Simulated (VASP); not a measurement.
Input of a VASP 6.6.1 run:

Contents of INCAR:

```
SYSTEM = Rh
PREC = Accurate ; ENCUT = 520
EDIFF = 1E-6 ; ISMEAR = -1
SIGMA = 0.08 ; LREAL = .False.
LASPH = .True. ; NELM = 100
ALGO = Normal ; ISIF = 2
LWAVE = .False. ; LCHARG = .True.
LDIPOL = .True. ; IDIPOL = 3
DIPOL = 0.5 0.5 0.500 ; LELF = .True.
LVHAR = .True. ; LVACPOTAV = .True.
NBANDS = 46
```

The input KPOINTS:

```
Automatic mesh
0
Gamma
  16 16 1
  0 0 0
```

POSCAR

```
Rh
1.0
    2.6548623924      0.0000000000      0.0000000000
   -1.3274311962      2.2991782754      0.0000000000
    0.0000000000      0.0000000000     24.6707000000
Rh
5
Direct
    0.8333333333      0.1666666667      0.3261203954
    0.1666666667      0.8333333333      0.4122825533
    0.5000000000      0.5000000000      0.5000000015
    0.8333333333      0.1666666667      0.5877174475
    0.1666666667      0.8333333333      0.6738796022
```

Potentials or basis: VASP PAW LDA potentials, release 64 (Rh_pv).

Command:

```console
$ cat potpaw_LDA.64/Rh_pv/POTCAR > POTCAR
$ mpirun -np 1 vasp_std > vasp.out
```

Task: Predict the largest force.

Result: 0.036 eV/Å.

Task: Predict the band gap on the k mesh.

Result: Zero (an odd number of electrons rules out a gap without spin polarisation).

Forces on the atoms (eV/Å):
```
Rh   0.000  0.000 -0.036
Rh   0.000  0.000 -0.003
Rh   0.000  0.000  0.000
Rh   0.000  0.000  0.003
Rh   0.000  0.000  0.036
```
